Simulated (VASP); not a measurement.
# Ti (Fm-3m) in VASP: notebook, part 2 of 2

VASP 6.6.1.

**5. Relaxation of cell and atoms, PBEsol, target pressure 15 GPa, at which the enthalpy is minimised**

This run uses another cell than the first one, of 14.93 Å³/atom.

INCAR

```
SYSTEM = Ti
PREC = Accurate
ENCUT = 600
EDIFF = 1E-7
ISMEAR = 0
SIGMA = 0.1
LREAL = .FALSE.
LASPH = .TRUE.
NELM = 60
ALGO = Fast
ISIF = 3
LWAVE = .FALSE.
LCHARG = .FALSE.
GGA = PS
IBRION = 2
NSW = 70
EDIFFG = -0.008
PSTRESS = 150.0
```

KPOINTS

```
Automatic mesh
0
G
  18 18 18
  0 0 0
```

POSCAR

```
Ti
1.0
    0.0000000000      1.9542348285      1.9542348285
    1.9542348285      0.0000000000      1.9542348285
    1.9542348285      1.9542348285      0.0000000000
Ti
1
Direct
    0.0000000000      0.0000000000      0.0000000000
```

Potentials or basis: VASP PAW PBE potentials, release 64 (Ti_sv).

Launch:

```console
$ cat potpaw_PBE.64/Ti_sv/POTCAR > POTCAR
$ mpirun -np 1 vasp_std > vasp.out
```

OUTCAR:

```text
SYSTEM = Ti
   PREC = Accurate
   ENCUT = 600
   EDIFF = 1E-7
   ISMEAR = 0
   LREAL = .FALSE.
   LASPH = .TRUE.
   NELM = 60
   ISIF = 3
   GGA = PS
   IBRION = 2
   NSW = 70
   EDIFFG = -0.008
   PSTRESS = 150.0

 ion  position               nearest neighbor table
   1  0.000  0.000  0.000-

  LATTYP: Found a face centered cubic cell.
 ALAT       =     3.9084696570

  Lattice vectors:

 A1 = (   0.0000000000,   1.9542348285,   1.9542348285)
 A2 = (   1.9542348285,   0.0000000000,   1.9542348285)
 A3 = (   1.9542348285,   1.9542348285,   0.0000000000)

Analysis of symmetry for initial positions (statically):
=====================================================================
 Subroutine PRICEL returns:
 Original cell was already a primitive cell.

 Routine SETGRP: Setting up the symmetry group for a
 face centered cubic supercell.

 Subroutine GETGRP returns: Found 48 space group operations
 (whereof 48 operations were pure point group operations)
 out of a pool of 48 trial point group operations.

The static configuration has the point symmetry O_h .

Analysis of symmetry for dynamics (positions and initial velocities):
=====================================================================
 Subroutine PRICEL returns:
 Original cell was already a primitive cell.

 Routine SETGRP: Setting up the symmetry group for a
 face centered cubic supercell.

 Subroutine GETGRP returns: Found 48 space group operations
 (whereof 48 operations were pure point group operations)
 out of a pool of 48 trial point group operations.

The dynamic configuration has the point symmetry O_h .

 Subroutine INISYM returns: Found 48 space group operations
 (whereof 48 operations are pure point group operations),
 and found     1 'primitive' translations

----------------------------------------------------------------------------------------

                                     Primitive cell
[... 126 lines left out ...]
 maximum number of plane-waves:       531
 NGX is ok and might be reduce to    24
   NGX = 11   NGY = 11   NGZ = 11

--------------------------------------- Ionic step        1  -------------------------------------------

 number of electron      12.0000002 magnetization

 Free energy of the ion-electron system (eV)
  ---------------------------------------------------
  ext. energy  EPLUGINS =         0.00000000
  ---------------------------------------------------
  free energy    TOTEN  =        -8.21385723 eV

  energy without entropy =       -8.20694290  energy(sigma->0) =       -8.21040007

------------------------ aborting loop because EDIFF is reached ----------------------------------------

  FORCE on cell =-STRESS in cart. coord.  units (eV):
  Direction    XX          YY          ZZ          XY          YZ          ZX
  --------------------------------------------------------------------------------------
  -------------------------------------------------------------------------------------
  Total        1.3680910      1.3680910      1.3680910     -0.0000000      0.0000000      0.0000000
  in kB      146.8470857    146.8470857    146.8470857     -0.0000000      0.0000000      0.0000000
  external PRESSURE =      -3.1529143 kB  Pullay stress =     150.0000000 kB
[... 61 lines left out ...]
--------------------------------------- Ionic step        3  -------------------------------------------

 number of electron      12.0000002 magnetization

 Free energy of the ion-electron system (eV)
  ---------------------------------------------------
  ext. energy  EPLUGINS =         0.00000000
  ---------------------------------------------------
  free energy    TOTEN  =        -8.21160091 eV

  energy without entropy =       -8.20471762  energy(sigma->0) =       -8.20815927

 E-fermi :   9.8225     XC(G=0): -12.3870

 val. band max:        9.8197550166   @ k =   0.2778   0.0000   0.0000
 cond. band min:       9.8272922140   @ k =  -0.1667   0.1111   0.0000
 fundamental gap:      0.0075371974
 Fermi energy:         9.8224791249

 k-point     1 :       0.0000    0.0000    0.0000
  band No.  band energies     occupation
      1     -46.4268      2.00000
      2     -22.1493      2.00000
      3     -22.1493      2.00000
      4     -22.1493      2.00000
      5       3.3941      2.00000
      6      10.7724      0.00000
      7      10.7724      0.00000
      8      10.7724      0.00000
      9      12.7751      0.00000
     10      12.7751      0.00000
[... 287 lines left out ...]
 k-point    24 :      -0.2222    0.0556    0.0000
  band No.  band energies     occupation
      1     -46.3153      2.00000
      2     -22.6869      2.00000
      3     -22.2503      2.00000
      4     -22.2025      2.00000
      5       5.3668      2.00000
      6       9.8276      0.94185
      7      11.0465      0.00000
      8      11.1644      0.00000
      9      12.5205      0.00000
     10      13.1289      0.00000

 [... further k-points ...]

------------------------ aborting loop because EDIFF is reached ----------------------------------------

  FORCE on cell =-STRESS in cart. coord.  units (eV):
  Direction    XX          YY          ZZ          XY          YZ          ZX
  --------------------------------------------------------------------------------------
  -------------------------------------------------------------------------------------
  Total        1.3932629      1.3932629      1.3932629     -0.0000000     -0.0000000      0.0000000
  in kB      149.7934895    149.7934895    149.7934895     -0.0000000     -0.0000000      0.0000000
  external PRESSURE =      -0.2065105 kB  Pullay stress =     150.0000000 kB
[... 20 lines left out ...]
  energy  without entropy=       -8.2047176209  energy(sigma->0) =       -8.20815927

  enthalpy is  TOTEN    =        -6.8164172532 eV   P V=        1.3951836593

 reached required accuracy - stopping structural energy minimisation
```

OSZICAR:

```text
N       E                     dE             d eps       ncg     rms          rms(c)
DAV:   1     0.812028382331E+02    0.81203E+02   -0.75379E+03  3900   0.165E+03
DAV:   2    -0.470117769191E+01   -0.85904E+02   -0.84465E+02  4028   0.332E+02
DAV:   3    -0.895166010173E+01   -0.42505E+01   -0.41967E+01  5082   0.758E+01
[... 88 lines left out ...]
RMM:  19    -0.821160044003E+01   -0.31239E-06   -0.27003E-06  2848   0.767E-03    0.153E-03
RMM:  20    -0.821160064526E+01   -0.20522E-06   -0.22822E-06  2267   0.548E-03    0.191E-03
RMM:  21    -0.821160074328E+01   -0.98017E-07   -0.15167E-06  2777   0.506E-03    0.128E-03
RMM:  22    -0.821160083479E+01   -0.91518E-07   -0.14045E-06  2714   0.550E-03    0.408E-04
RMM:  23    -0.821160091246E+01   -0.77664E-07   -0.99764E-07  2219   0.437E-03
   3 F= -.68164173E+01 E0= -.68129756E+01  d E =-.249560E-04
```

CONTCAR:

```text
Ti
   1.00000000000000
    -0.0000000000000000    1.9531708598613853    1.9531708598613853
     1.9531708598613853    0.0000000000000000    1.9531708598613853
     1.9531708598613853    1.9531708598613853   -0.0000000000000000
  Ti
     1
Direct
     0.0000000000000000    0.0000000000000000    0.0000000000000000

  0.00000000E+00  0.00000000E+00  0.00000000E+00
```

It took 2.4 min on 1 thread of AMD EPYC 9R45 (Zen 5), shared host; peak memory 0.14 GiB.

Results:

```
Free energy                                                : -8.2116 eV
Relaxed volume                                             : 14.90 Å³/atom
Relaxed cell                                               : a = 2.762 Å, b = 2.762 Å, c = 2.762 Å, α = 60.00°, β = 60.00°, γ = 60.00°
Space group after relaxing (to 0.1 Å)                      : Fm-3m (No. 225)
Energy change on relaxing (the run minimises the enthalpy) : +2.3 meV/atom
Ionic steps                                                : 3
Pressure after relaxing                                    : 15.0 GPa
Band gap on the k mesh                                     : zero (bands 6 and 7 overlap by 1.53 eV)
```

Step by step:
```csv
step,energy change (eV),largest force (eV/Å),pressure (GPa),volume (Å³)
1,0.0000,0.0000,14.68,14.93
2,0.0060,0.0000,15.29,14.86
3,0.0023,0.0000,14.98,14.90
```

Final structure:
```cif
data_structure
_symmetry_space_group_name_H-M 'P 1'
_symmetry_Int_Tables_number 1
_cell_length_a 2.7622
_cell_length_b 2.7622
_cell_length_c 2.7622
_cell_angle_alpha 60.000
_cell_angle_beta 60.000
_cell_angle_gamma 60.000
_cell_volume 14.90
loop_
_atom_site_label
_atom_site_type_symbol
_atom_site_fract_x
_atom_site_fract_y
_atom_site_fract_z
_atom_site_occupancy
Ti1 Ti 0.00000 0.00000 0.00000 1
```

Caveat: the cell is relaxed towards a set pressure, so the run minimises the enthalpy, not the energy; the PAW data sets were made with another functional, which shifts forces and pressure a little.

**6. Relaxation of cell and atoms, PBEsol, target pressure 8 GPa, at which the enthalpy is minimised**

This run uses another cell than the first one, of 15.65 Å³/atom.

INCAR

```
PREC = Accurate
ENCUT = 600
EDIFF = 1E-7
ISMEAR = 0
SIGMA = 0.1
LREAL = F
LASPH = T
NELM = 100
ALGO = Normal
ISIF = 3
LWAVE = F
LCHARG = F
GGA = PS
IBRION = 2
NSW = 70
EDIFFG = -0.008
PSTRESS = 80.0
```

KPOINTS

```
Automatic mesh
0
Gamma
  18 18 18
```

POSCAR

```
Ti
1.0
    0.0000000000      1.9851772441      1.9851772441
    1.9851772441      0.0000000000      1.9851772441
    1.9851772441      1.9851772441      0.0000000000
Ti
1
Direct
    0.0000000000      0.0000000000      0.0000000000
```

Potentials or basis: VASP PAW PBE potentials, release 64 (Ti_sv).

Launch:

```console
$ cat potpaw_PBE.64/Ti_sv/POTCAR > POTCAR
$ mpirun -np 1 vasp_std > vasp.out
```

Run time: 39 s. Hardware: 1 thread of AMD EPYC 9R45 (Zen 5), shared host; peak memory 0.14 GiB.

The run converged. Its results:

```yaml
Free_energy: -8.2624 eV
Relaxed_volume: 15.61 Å³/atom
Relaxed_cell: a = 2.805 Å, b = 2.805 Å, c = 2.805 Å, α = 60.00°, β = 60.00°, γ = 60.00°
Space_group_after_relaxing_to_0.1_Å: Fm-3m (No. 225)
Energy_change_on_relaxing_the_run_minimises_the_enthalpy: +1.7 meV/atom
Ionic_steps: 3
Pressure_after_relaxing: 8.0 GPa
Band_gap_on_the_k_mesh: zero (bands 6 and 7 overlap by 1.45 eV)
```

The path:
| step | energy change (eV) | largest force (eV/Å) | pressure (GPa) | volume (Å³) |
| --- | --- | --- | --- | --- |
| 1 | 0.0000 | 0.0000 | 7.71 | 15.65 |
| 2 | 0.0032 | 0.0000 | 8.27 | 15.58 |
| 3 | 0.0017 | 0.0000 | 8.02 | 15.61 |

Final structure:
```cif
data_structure
_symmetry_space_group_name_H-M 'P 1'
_symmetry_Int_Tables_number 1
_cell_length_a 2.8054
_cell_length_b 2.8054
_cell_length_c 2.8054
_cell_angle_alpha 60.000
_cell_angle_beta 60.000
_cell_angle_gamma 60.000
_cell_volume 15.61
loop_
_atom_site_label
_atom_site_type_symbol
_atom_site_fract_x
_atom_site_fract_y
_atom_site_fract_z
_atom_site_occupancy
Ti1 Ti 0.00000 0.00000 0.00000 1
```

Levels at points of the mesh, in eV from the Fermi level:
| k point | band 3 | band 4 | band 5 | band 6 | band 7 | band 8 | band 9 | band 10 |
| --- | --- | --- | --- | --- | --- | --- | --- | --- |
| (0.00, 0.00, 0.00) | -32.12 | -32.12 | -6.34 | 0.93 | 0.93 | 0.93 | 2.81 | 2.81 |
| (0.50, 0.00, 0.00) | -32.24 | -32.24 | -2.85 | 0.78 | 0.78 | 0.94 | 4.07 | 4.07 |
| (0.50, 0.50, 0.00) | -32.45 | -32.45 | -2.99 | -2.03 | 3.37 | 4.06 | 4.41 | 4.41 |

Caveat: the cell is relaxed towards a set pressure, so the run minimises the enthalpy, not the energy; the PAW data sets were made with another functional, which shifts forces and pressure a little.

**7. Summary**

| task | cell | cutoff (eV) | gap on the mesh (eV) | pressure (GPa) |
| --- | --- | --- | --- | --- |
| single point | a = 2.844 Å, angles 60.0°, 1 atom | 520 | none | 2.7 |
| single point | a = 2.894 Å, angles 60.0°, 1 atom | 520 | none | -3.2 |
| relaxation of cell and atoms | relaxed to 30 GPa from a = 2.692 Å, angles 60.0°, 1 atom | 600 | none | 30.0 |
| relaxation of cell and atoms | relaxed to 15 GPa from a = 2.764 Å, angles 60.0°, 1 atom | 600 | none | 15.0 |
| relaxation of cell and atoms | relaxed to 8 GPa from a = 2.807 Å, angles 60.0°, 1 atom | 600 | none | 8.0 |

Alike in all rows: level PBEsol; potentials or basis VASP PAW PBE potentials, release 64 (Ti_sv); no spin polarisation; k mesh 18 × 18 × 18; smearing gaussian 0.1 eV.

Caveats: the PAW data sets were made with another functional, which shifts forces and pressure a little; the cell is relaxed towards a set pressure, so the run minimises the enthalpy, not the energy (at least some runs); the cell stands under tension (at least some runs).

Total energies depend on the potentials used, so only differences within one code and one set of settings carry meaning.
